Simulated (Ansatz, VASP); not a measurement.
## Ta3Ga in VASP and in Ansatz

File INCAR:

```
  ALGO = Fast
  EDIFF = 1E-6
  ENCUT = 520
  GGA = PE
  ISIF = 2
  ISMEAR = 0
  LASPH = True
  LCHARG = False
  LREAL = False
  LWAVE = False
  NBANDS = 56
  NELM = 100
  PREC = Accurate
  SIGMA = 0.1
```

KPOINTS

```
k-points
0
Gamma
  6 6 8
```

POSCAR

```
Ta3Ga
1.0
    5.8024138989      0.0000000000      0.0000000000
   -2.9012069495      5.0250378397      0.0000000000
    0.0000000000      0.0000000000      4.8185137025
Ta Ga
6 2
Direct
    0.8351349831      0.6702699663      0.2500000000
    0.1648650169      0.8351349831      0.7500000000
    0.3297300337      0.1648650169      0.2500000000
    0.1648650169      0.3297300337      0.7500000000
    0.8351349831      0.1648650169      0.2500000000
    0.6702699663      0.8351349831      0.7500000000
    0.3333333333      0.6666666667      0.2500000000
    0.6666666667      0.3333333333      0.7500000000
```

Input for Ansatz:

```yaml
crystal:
  lattice:
    - [5.8024138989, 0.0, 0.0]
    - [-2.9012069495, 5.0250378397, 0.0]
    - [0.0, 0.0, 4.8185137025]
  atoms:
    - { symbol: Ta, position: [0.8351349831, 0.6702699663, 0.25] }
    - { symbol: Ta, position: [0.1648650169, 0.8351349831, 0.75] }
    - { symbol: Ta, position: [0.3297300337, 0.1648650169, 0.25] }
    - { symbol: Ta, position: [0.1648650169, 0.3297300337, 0.75] }
    - { symbol: Ta, position: [0.8351349831, 0.1648650169, 0.25] }
    - { symbol: Ta, position: [0.6702699663, 0.8351349831, 0.75] }
    - { symbol: Ga, position: [0.3333333333, 0.6666666667, 0.25] }
    - { symbol: Ga, position: [0.6666666667, 0.3333333333, 0.75] }
basis:
  ecutwfc: 420
kpoints:
  mp_grid: { grid: [6, 6, 8] }
hamiltonian:
  xc: pbe
scf:
  occupations: { method: gaussian, width: 0.1 }
  algorithm: direct_min
output:
  forces: true
  eigenvalues: true
  stress: true
```

Alike in both runs: task single point; functional PBE; k mesh 6 × 6 × 8; occupations gaussian, width 0.1 eV; no spin polarisation.

|  | VASP | Ansatz |
| --- | --- | --- |
| version | VASP 6.6.1 | Ansatz 0.2.0 |
| potentials or method | VASP PAW PBE potentials, release 64 (Ta_pv, Ga_d), cutoff 520 eV | scalar-relativistic, plane waves, PAW |
| valence electrons in the cell | 92 | 104 |

```tsv
	VASP	Ansatz	Ansatz less VASP
gap on the k mesh at the Fermi level (eV)	none	none	-
pressure (GPa)	0.2	0.0	-0.16
rms of the force components (eV/Å)	0.004	0.000	-0.0033
```

Atom by atom the forces differ by 0.004 eV/Å (rms over components). A gap of «none» marks a metal or a gap that the smearing closes. The functional is the same, so the differences come from potentials, cutoffs and numerics. VASP's potentials hold 92 valence electrons a cell and Ansatz's 104, so a difference there can come from the potentials and not from the codes.

Neither program's run includes spin-orbit coupling.
